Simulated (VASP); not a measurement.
Set up this calculation in VASP 6.6.1, as the native input.

| Item | Value |
| --- | --- |
| Task | single point |
| Functional | PBE |
| Potentials or basis | VASP PAW PBE potentials, release 64 (Sc_sv) |
| Cutoff | 520 eV |
| k mesh | 15 × 15 × 14 |
| Occupations | fermi-dirac, width 0.1 eV |
| Spin | no spin polarisation |
| Dipole correction | no |
| Further INCAR settings | ALGO = Normal; EDIFF = 1e-07; NBANDS = 12 |

The structure of Sc lies in POSCAR:

```
Sc
1.0
    2.6701114486     -0.0000000001      0.0000000000
   -1.3350557242      2.3123843454      0.0000000000
    0.0000000000      0.0000000000      2.4633534173
Sc
1
Direct
    0.0000000000      0.0000000000      0.0000000000
```

This cell differs from its parent crystal: volume scaled by 0.6.

One way to write it, as run:

INCAR

```
SYSTEM = Sc
PREC = Accurate
ENCUT = 520
EDIFF = 1E-7
ISMEAR = -1
SIGMA = 0.1
LREAL = .False.
LASPH = .True.
NELM = 60
ALGO = Normal
ISIF = 2
LWAVE = .False.
LCHARG = .False.
GGA = PE
NBANDS = 12
```

KPOINTS

```
regular mesh
0
Gamma
  15 15 14
  0 0 0
```

Potentials or basis: VASP PAW PBE potentials, release 64 (Sc_sv).

Run with:

```bash
$ cat potpaw_PBE.64/Sc_sv/POTCAR > POTCAR
$ mpirun -np 1 vasp_std > vasp.out
```

It gave:

The pressure is 48.5 GPa.

Run time: 20 s on 1 thread of Intel(R) Xeon(R) Platinum 8259CL CPU @ 2.50GHz (Skylake/Cascade Lake), on a shared host, peak memory 0.15 GiB.
